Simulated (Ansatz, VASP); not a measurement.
## MgSe5 in VASP and in Ansatz

```xyz
6
Lattice="6.0456 0.0000 0.0000 -3.0228 5.2356 0.0000 0.0000 0.0000 4.5058" Properties=species:S:1:pos:R:3 pbc="T T T"
Mg    0.0000    0.0000    0.0000
Se    3.0228    0.0000    2.2529
Se    1.5114    2.6178    2.2529
Se   -1.5114    2.6178    2.2529
Se    0.0000    3.4904    0.0000
Se    3.0228    1.7452    0.0000
```

Change from the starting cell: species swapped into the GdRh5 type (P6/mmm, No. 191).

Alike in both runs: task relaxation of cell and atoms; functional PBE; k mesh 6 × 6 × 8; occupations gaussian, width 0.1 eV; no spin polarisation.

```csv
,VASP,Ansatz
version,VASP 6.6.1,Ansatz 0.2.0
potentials or method,"VASP PAW PBE potentials, release 64 (Mg, Se), cutoff 600 eV","scalar-relativistic, plane waves, PAW"
valence electrons in the cell,32,90
```

VASP gave:

- gap on the k mesh at the Fermi level, each at its own relaxed structure (eV): none
- relaxed volume (Å³/atom): 23.52
- relaxed cell length with the largest relative difference (Å): 5.286

Problem. What did Ansatz give for the same quantities?

Solution. gap on the k mesh at the Fermi level, each at its own relaxed structure (eV): none; relaxed volume (Å³/atom): 23.53; relaxed cell length with the largest relative difference (Å): 5.291.

A gap of «none» marks a metal or a gap that the smearing closes. VASP's potentials hold 32 valence electrons a cell and Ansatz's 90, so a difference there can come from the potentials and not from the codes.
